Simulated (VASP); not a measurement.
# V4Si (P6/mmm) in VASP: a series of runs

The runs below take V4Si through single point, with PBE.

All numbers are computed with VASP 6.6.1; they aren't measurements. Logs are shortened: lines on timing, memory, paths and dates and some standing lists are left out, and cuts for length are marked.

## 1. The cell of the first run

The structure is hexagonal, space group P6/mmm (No. 191). The conventional cell has a = 4.147 Å, b = 4.147 Å, c = 4.638 Å, α = 90.00°, β = 90.00°, γ = 120.00°. V (site symmetry mmm) has 4 V at 2.07 Å and 2 Si at 2.07 Å within 2.7 Å. V (site symmetry 6/mmm) has 2 Si at 2.32 Å within 3.1 Å. Within 2.7 Å of Si (site symmetry 6/mmm) lie 8 V at 2.07 to 2.32 Å.

## 2. Single point, PBE, collinear spin, ferromagnetic start

INCAR reads:

```
SYSTEM = V4Si
ALGO = Fast
EDIFF = 1E-6
ENCUT = 520
GGA = PE
ISIF = 2
ISMEAR = 0
ISPIN = 2
LASPH = .True.
LCHARG = .False.
LMAXMIX = 4
LORBIT = 11
LREAL = .False.
LWAVE = .False.
MAGMOM = 2 2 2 2 0
NBANDS = 40
NELM = 150
PREC = Accurate
SIGMA = 0.1
```

KPOINTS reads:

```
k-points
0
Gamma
  6 6 4
  0 0 0
```

POSCAR reads:

```
V4Si
1.0
    4.1469669000      0.0000000000      0.0000000000
   -2.0734834500      3.5913786800      0.0000000000
    0.0000000000      0.0000000000      4.6379489000
V Si
4 1
Direct
    0.5000000000      0.0000000000      0.0000000000
    0.0000000000      0.5000000000      0.0000000000
    0.5000000000      0.5000000000      0.0000000000
    0.0000000000      0.0000000000      0.5000000000
    0.0000000000      0.0000000000      0.0000000000
```

Potentials or basis: VASP PAW PBE potentials, release 64 (V_sv, Si).

On the command line:

```bash
cat potpaw_PBE.64/V_sv/POTCAR potpaw_PBE.64/Si/POTCAR > POTCAR
mpirun -np 1 vasp_std > vasp.out
```

OUTCAR:

```text
SYSTEM = V4Si
   EDIFF = 1E-6
   ENCUT = 520
   GGA = PE
   ISIF = 2
   ISMEAR = 0
   ISPIN = 2
   LASPH = .True.
   LORBIT = 11
   LREAL = .False.
   NELM = 150
   PREC = Accurate

 ion  position               nearest neighbor table
   1  0.500  0.000  0.000-   2 2.07   3 2.07   3 2.07   2 2.07   5 2.07   5 2.07
   2  0.000  0.500  0.000-   1 2.07   5 2.07   5 2.07   1 2.07   3 2.07   3 2.07
   3  0.500  0.500  0.000-   1 2.07   5 2.07   1 2.07   5 2.07   2 2.07   2 2.07
   4  0.000  0.000  0.500-   5 2.32   5 2.32
   5  0.000  0.000  0.000-   2 2.07   3 2.07   2 2.07   3 2.07   1 2.07   1 2.07   4 2.32   4 2.32

  LATTYP: Found a hexagonal cell.
 ALAT       =     4.1469669000
 C/A-ratio  =     1.1183954470

  Lattice vectors:

 A1 = (   4.1469669000,   0.0000000000,   0.0000000000)
 A2 = (  -2.0734834500,   3.5913786800,   0.0000000000)
 A3 = (   0.0000000000,   0.0000000000,   4.6379489000)

Analysis of symmetry for initial positions (statically):
=====================================================================
 Subroutine PRICEL returns:
 Original cell was already a primitive cell.

 Routine SETGRP: Setting up the symmetry group for a
 hexagonal supercell.

 Subroutine GETGRP returns: Found 24 space group operations
 (whereof 24 operations were pure point group operations)
 out of a pool of 24 trial point group operations.

The static configuration has the point symmetry D_6h.

Analysis of symmetry for dynamics (positions and initial velocities):
=====================================================================
 Subroutine PRICEL returns:
 Original cell was already a primitive cell.

 Routine SETGRP: Setting up the symmetry group for a
 hexagonal supercell.

 Subroutine GETGRP returns: Found 24 space group operations
 (whereof 24 operations were pure point group operations)
 out of a pool of 24 trial point group operations.

The dynamic configuration has the point symmetry D_6h.

Analysis of structural, dynamic, and magnetic symmetry:
=====================================================================
 Subroutine PRICEL returns:
 Original cell was already a primitive cell.

 Routine SETGRP: Setting up the symmetry group for a
 hexagonal supercell.

 Subroutine GETGRP returns: Found 24 space group operations
 (whereof 24 operations were pure point group operations)
 out of a pool of 24 trial point group operations.

The overall configuration has the point symmetry D_6h.

 Subroutine INISYM returns: Found 24 space group operations
 (whereof 24 operations are pure point group operations),
 and found     1 'primitive' translations

----------------------------------------------------------------------------------------

                                     Primitive cell

  volume of cell :      69.0745

  direct lattice vectors                    reciprocal lattice vectors
     4.146966900  0.000000000  0.000000000     0.241140097  0.139222300  0.000000000
    -2.073483450  3.591378680  0.000000000     0.000000000  0.278444600  0.000000000
     0.000000000  0.000000000  4.637948900     0.000000000  0.000000000  0.215612552

  length of vectors
     4.146966900  4.146966896  4.637948900     0.278444600  0.278444600  0.215612552

  position of ions in fractional coordinates (direct lattice)
     0.500000000  0.000000000  0.000000000
     0.000000000  0.500000000  0.000000000
     0.500000000  0.500000000  0.000000000
     0.000000000  0.000000000  0.500000000
     0.000000000  0.000000000  0.000000000

  ion indices of the primitive-cell ions
   primitive index   ion index
                 1           1
                 2           2
                 3           3
                 4           4
                 5           5

----------------------------------------------------------------------------------------

 KPOINTS: k-points

Automatic generation of k-mesh.
 Grid dimensions read from file:
 generate k-points for:    6    6    4

 Generating k-lattice:

  Cartesian coordinates                     Fractional coordinates (reciprocal lattice)
     0.040190016  0.023203717  0.000000000     0.166666667 -0.000000000  0.000000000
     0.000000000  0.046407433  0.000000000     0.000000000  0.166666667  0.000000000
     0.000000000  0.000000000  0.053903138     0.000000000  0.000000000  0.250000000

  Length of vectors
     0.046407433  0.046407433  0.053903138

  Shift w.r.t. Gamma in fractional coordinates (k-lattice)
     0.000000000  0.000000000  0.000000000

 Subroutine IBZKPT returns following result:
 ===========================================

 Found     21 irreducible k-points:

 Following reciprocal coordinates:
            Coordinates               Weight
  0.000000  0.000000  0.000000      1.000000
  0.166667  0.000000  0.000000      6.000000
  0.333333  0.000000  0.000000      6.000000
  0.500000  0.000000  0.000000      3.000000
  0.166667  0.166667  0.000000      6.000000
  0.333333  0.166667  0.000000     12.000000
[... 13 lines left out ...]
  0.333333  0.166667  0.500000     12.000000
  0.333333  0.333333  0.500000      2.000000
   k-points           NKPTS =     21   k-points in BZ     NKDIM =     21   number of bands    NBANDS=     40
   number of dos      NEDOS =    301   number of ions     NIONS =      5
   total plane-waves  NPLWV =  36864
   dimension x,y,z NGX =    32 NGY =   32 NGZ =   36
   dimension x,y,z NGXF=    64 NGYF=   64 NGZF=   72
   ions per type =               4   1
   NGX,Y,Z   is equivalent  to a cutoff of  12.83, 12.83, 12.90 a.u.
   NGXF,Y,Z  is equivalent  to a cutoff of  25.66, 25.66, 25.81 a.u.
 SYSTEM =  V4Si
   PREC   = accura    normal or accurate (medium, high low for compatibility)
   ISTART =      0    job   : 0-new  1-cont  2-samecut
   ICHARG =      2    charge: 1-file 2-atom 10-const
   ISPIN  =      2    spin polarized calculation?
   LNONCOLLINEAR =      F non collinear calculations
   LSORBIT =      F    spin-orbit coupling
   LASPH  =      T    aspherical Exc in radial PAW
   ENCUT  =  520.0 eV  38.22 Ry    6.18 a.u.   7.71  7.71  8.62*2*pi/ulx,y,z
   NELM   =    150;   NELMIN=  2; NELMDL= -5     # of ELM steps
   EDIFF  = 0.1E-05   stopping-criterion for ELM
   LREAL  =      F    real-space projection
   EDIFFG = 0.1E-04   stopping-criterion for IOM
   NSW    =      0    number of steps for IOM
   IBRION =     -1    ionic relax: 0-MD 1-quasi-New 2-CG
   NFREE  =      0    steps in history (QN), initial steepest desc. (CG)
   ISIF   =      2    stress and relaxation
   ISYM   =      2    0-nonsym 1-usesym 2-fastsym
   POTIM  = 0.5000    time-step for ionic-motion
   TEBEG  =    0.0;   TEEND  =   0.0 temperature during run
   PSTRESS=    0.0 pullay stress
   NELECT =      56.0000    total number of electrons
   NUPDOWN=      -1.0000    fix difference up-down
   EMIN   =  10.00;   EMAX   =-10.00  energy-range for DOS
   EFERMI =   0.00;   METHOD = LEGACY
   ISMEAR =     0;   SIGMA  =   0.10  broadening in eV -4-tet -1-fermi 0-gaus
   EFERMI_NEDOS =   21; number of points for ismear=-14 and -15
   IALGO  =     68    algorithm
   IMIX   =      4    mixing-type and parameters
     AMIX     =   0.40;   BMIX     =  1.00
     AMIX_MAG =   1.60;   BMIX_MAG =  1.00
  volume/ion in A,a.u.               =      13.81        93.23
  Fermi-wavevector in a.u.,A,eV,Ry     =   1.526505  2.884676 31.704539  2.330218
  Thomas-Fermi vector in A             =   2.634529
   LORBIT       =     11    0 simple, 1 ext, 2 COOP (PROOUT), +10 PAW based schemes
   GGA     = PE    functional components
   LHFCALC =     F    Hartree Fock is set to
   AEXX    =    0.0000 exact exchange contribution
   IVDW    =     0    specifies the selected vdW correction
   LEPSILON=     F    determine dielectric tensor
   LRPA    =     F    only Hartree local field effects (RPA)
 spin polarized calculation
 RMM-DIIS sequential band-by-band and
 Gauss-broadening in eV      SIGMA  =   0.10
  energy-cutoff  :      520.00
  volume of cell :       69.07
 maximum number of plane-waves:      1890
 NGX is ok and might be reduce to    32
   NGX = 15   NGY = 15   NGZ = 17

 number of electron      55.9999974 magnetization       2.1660456

 Free energy of the ion-electron system (eV)
  ---------------------------------------------------
  ext. energy  EPLUGINS =         0.00000000
  ---------------------------------------------------
  free energy    TOTEN  =       -29.67550208 eV

  energy without entropy =      -29.65547230  energy(sigma->0) =      -29.66548719

 E-fermi :   9.1838     XC(G=0): -11.8741

 val. band max:        9.1762921318   @ k =   0.3333   0.1667   0.5000
 cond. band min:       9.2031630895   @ k =   0.3333   0.0000   0.0000
 fundamental gap:      0.0268709577
 Fermi energy:         9.1838171598

 spin component 1

 k-point     1 :       0.0000    0.0000    0.0000
  band No.  band energies     occupation
      1     -55.5711      1.00000
      2     -55.0622      1.00000
      3     -53.8186      1.00000
      4     -53.8186      1.00000
      5     -31.2558      1.00000
      6     -29.7011      1.00000
[... 32 lines left out ...]
     39      13.7405      0.00000
     40      16.1883      0.00000

 k-point     2 :       0.1667    0.0000    0.0000
  band No.  band energies     occupation
      1     -55.5708      1.00000
      2     -54.9952      1.00000
      3     -53.9003      1.00000
      4     -53.8202      1.00000
      5     -31.0337      1.00000
      6     -29.6677      1.00000
[... 806 lines left out ...]
     39      13.2340      0.00000
     40      13.8610      0.00000

 k-point    21 :       0.3333    0.3333    0.5000
  band No.  band energies     occupation
      1     -55.5701      1.00000
      2     -54.4712      1.00000
      3     -54.4712      1.00000
      4     -53.8294      1.00000
      5     -29.5319      1.00000
      6     -29.5319      1.00000
[... 32 lines left out ...]
     39      12.9461      0.00000
     40      13.8442      0.00000
 Fermi energy:         9.1838171598

 spin component 2

 k-point     1 :       0.0000    0.0000    0.0000
  band No.  band energies     occupation
      1     -55.0596      1.00000
      2     -53.8146      1.00000
      3     -53.8146      1.00000
      4     -53.7121      1.00000
      5     -31.2637      1.00000
      6     -29.6805      1.00000
[... 32 lines left out ...]
     39      13.7394      0.00000
     40      16.3355      0.00000

 k-point     2 :       0.1667    0.0000    0.0000
  band No.  band energies     occupation
      1     -54.9924      1.00000
      2     -53.8963      1.00000
      3     -53.8161      1.00000
      4     -53.7121      1.00000
      5     -31.0415      1.00000
      6     -29.6485      1.00000
[... 806 lines left out ...]
     39      13.6209      0.00000
     40      13.8648      0.00000

 k-point    21 :       0.3333    0.3333    0.5000
  band No.  band energies     occupation
      1     -54.4675      1.00000
      2     -54.4675      1.00000
      3     -53.8254      1.00000
      4     -53.7120      1.00000
      5     -29.5365      1.00000
      6     -29.5365      1.00000
[... 32 lines left out ...]
     39      13.4928      0.00000
     40      13.8871      0.00000

------------------------ aborting loop because EDIFF is reached ----------------------------------------

  FORCE on cell =-STRESS in cart. coord.  units (eV):
  Direction    XX          YY          ZZ          XY          YZ          ZX
  --------------------------------------------------------------------------------------
  -------------------------------------------------------------------------------------
  Total       50.5602071     50.5602070      1.3661505      0.0000000      0.0000000      0.0000000
  in kB     1172.7398906   1172.7398879     31.6877494      0.0000000      0.0000000      0.0000000
  external PRESSURE =     792.3891760 kB  Pullay stress =       0.0000000 kB

 VOLUME and BASIS-vectors are now :
 -----------------------------------------------------------------------------
  energy-cutoff  :      520.00
  volume of cell :       69.07
      direct lattice vectors                 reciprocal lattice vectors
     4.146966900  0.000000000  0.000000000     0.241140097  0.139222300  0.000000000
    -2.073483450  3.591378680  0.000000000     0.000000000  0.278444600  0.000000000
     0.000000000  0.000000000  4.637948900     0.000000000  0.000000000  0.215612552

 POSITION                                       TOTAL-FORCE (eV/Angst)
 -----------------------------------------------------------------------------------
      2.07348      0.00000      0.00000        -0.000000      0.000000      0.000000
     -1.03674      1.79569      0.00000        -0.000000      0.000000      0.000000
      1.03674      1.79569      0.00000         0.000000      0.000000      0.000000
      0.00000      0.00000      2.31897        -0.000000      0.000000      0.000000
      0.00000      0.00000      0.00000        -0.000000      0.000000      0.000000
 -----------------------------------------------------------------------------------
    total drift:                               -0.000000      0.000000     -0.000000

  FREE ENERGIE OF THE ION-ELECTRON SYSTEM (eV)
  ---------------------------------------------------
  free  energy   TOTEN  =       -29.6755020770 eV

  energy  without entropy=      -29.6554722988  energy(sigma->0) =      -29.66548719

 total charge

# of ion       s       p       d       tot
------------------------------------------
    1        2.427   6.330   3.974  12.731
    2        2.427   6.330   3.974  12.731
    3        2.427   6.330   3.974  12.731
    4        2.206   6.150   3.029  11.385
    5        0.903   1.333   0.000   2.236
--------------------------------------------------
tot         10.390  26.474  14.950  51.813

 magnetization (x)

# of ion       s       p       d       tot
------------------------------------------
    1       -0.006  -0.008   0.007  -0.007
    2       -0.006  -0.008   0.007  -0.007
    3       -0.006  -0.008   0.007  -0.007
    4        0.021   0.018   1.850   1.888
    5       -0.006  -0.021   0.000  -0.027
--------------------------------------------------
tot         -0.003  -0.027   1.870   1.840
```

Wall time 2.9 min (1 thread of Intel Xeon Platinum 8259CL at 2.50GHz (Skylake/Cascade Lake), shared host); peak memory 0.26 GiB.

Results:

| Property | Result |
| --- | --- |
| Free energy | -29.6755 eV |
| Pressure | 79.2 GPa |
| Net moment | 2.17 μB per cell |
| Site moments | V -0.01, +1.89; Si -0.03 μB |
| Valence electrons inside the program's atomic spheres | V 12.73, 11.38; Si 2.24 |

Levels at points of the mesh, in eV from the Fermi level:
Spin up:
| k point | band 28 | band 29 | band 30 | band 31 | band 32 | band 33 |
| --- | --- | --- | --- | --- | --- | --- |
| (0.00, 0.00, 0.00) | -0.55 | 0.75 | 0.75 | 1.27 | 1.27 | 2.44 |
| (0.50, 0.00, 0.00) | -0.19 | 0.15 | 0.47 | 0.57 | 0.78 | 1.21 |
| (0.00, 0.00, 0.50) | -1.29 | -0.32 | -0.32 | 2.43 | 2.43 | 2.95 |
| (0.50, 0.00, 0.50) | 0.17 | 0.17 | 0.18 | 0.44 | 0.45 | 1.06 |
Spin down:
```csv
k point,band 24,band 25,band 26,band 27,band 28,band 29,band 30,band 31
"(0.00, 0.00, 0.00)",-2.77,-2.00,0.78,0.78,0.87,0.87,1.00,2.21
"(0.50, 0.00, 0.00)",-1.57,-1.33,-1.21,0.10,0.15,0.60,1.28,1.35
"(0.00, 0.00, 0.50)",-2.32,-1.63,-0.71,-0.71,-0.34,1.52,1.52,2.45
"(0.50, 0.00, 0.50)",-1.25,-0.84,0.16,0.17,0.47,0.94,1.07,1.09
```

[end of part 1 of 2]
